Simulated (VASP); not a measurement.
Al3BiO3:

```
CELL_PARAMETERS angstrom
3.05945 -3.63840 -0.04295
3.02988 3.61366 -0.03861
-2.04153 0.01066 4.75244
ATOMIC_POSITIONS crystal
Al 0.61114 0.63549 0.10814
Al 0.76806 0.29784 0.53541
Al 0.28725 0.73916 0.52656
Bi 0.13751 0.13704 0.97244
O 0.53938 0.94660 0.33635
O 0.88002 0.48992 0.33523
O 0.60250 0.57982 0.75797
```

* Program: VASP 6.6.1
* Task: relaxation of cell and atoms
* Functional: PBE
* Potentials or basis: VASP PAW PBE potentials, release 64 (Al, Bi_d, O)
* Cutoff: 600 eV
* k mesh: 4 × 4 × 4
* Occupations: gaussian, width 0.1 eV
* Spin: no spin polarisation

At the start: pressure 6.0 GPa; volume 14.90 Å³/atom.

Q: Where does the relaxation end?

A: Over 20 steps the energy falls by 178.5 meV/atom and the volume is 15.28 Å³/atom (+2.5 %); space group P1 (No. 1, to 0.1 Å) before, Cm (No. 8, to 0.1 Å).

The path:
| step | energy change (eV) | largest force (eV/Å) | pressure (GPa) | volume (Å³) |
| --- | --- | --- | --- | --- |
| 1 | 0.0000 | 4.1621 | 6.00 | 104.33 |
| 2 | -0.7127 | 1.6005 | -4.33 | 112.91 |
| 3 | -0.8265 | 1.2793 | -2.55 | 109.99 |
| 4 | -1.1255 | 0.7187 | -0.75 | 107.61 |
| 5 | -1.1495 | 0.7929 | 0.25 | 106.74 |
| 6 | -1.2111 | 0.4298 | 0.46 | 106.60 |
| 7 | -1.2116 | 0.4602 | 0.51 | 106.58 |
| 8 | -1.2340 | 0.2685 | -0.18 | 107.31 |
| 9 | -1.2360 | 0.2315 | -0.44 | 107.60 |
| 10 | -1.2429 | 0.1549 | 0.10 | 107.11 |
| 11 | -1.2431 | 0.1823 | 0.20 | 107.02 |
| 12 | -1.2467 | 0.0961 | 0.05 | 107.13 |
| 13 | -1.2471 | 0.1375 | -0.01 | 107.18 |
| 14 | -1.2486 | 0.0485 | -0.11 | 107.20 |
| 15 | -1.2487 | 0.0523 | -0.13 | 107.21 |
| 16 | -1.2493 | 0.0444 | 0.08 | 106.96 |
| 17 | -1.2493 | 0.0456 | 0.08 | 106.96 |
| 18 | -1.2496 | 0.0299 | -0.03 | 107.01 |
| 19 | -1.2496 | 0.0359 | -0.05 | 107.02 |
| 20 | -1.2498 | 0.0173 | 0.00 | 106.95 |

Final structure:
```yaml
crystal:
  lattice:
    - [3.08732, -3.67643, 0.02270]
    - [3.08946, 3.67861, 0.02256]
    - [-1.97549, -0.00075, 4.69396]
  atoms:
    - { symbol: Al, position: [0.61416, 0.61396, 0.10225] }
    - { symbol: Al, position: [0.75880, 0.30600, 0.54836] }
    - { symbol: Al, position: [0.30599, 0.75890, 0.54815] }
    - { symbol: Bi, position: [0.13172, 0.13165, 0.94914] }
    - { symbol: O, position: [0.53699, 0.91917, 0.35247] }
    - { symbol: O, position: [0.91920, 0.53693, 0.35243] }
    - { symbol: O, position: [0.55901, 0.55927, 0.71932] }
```
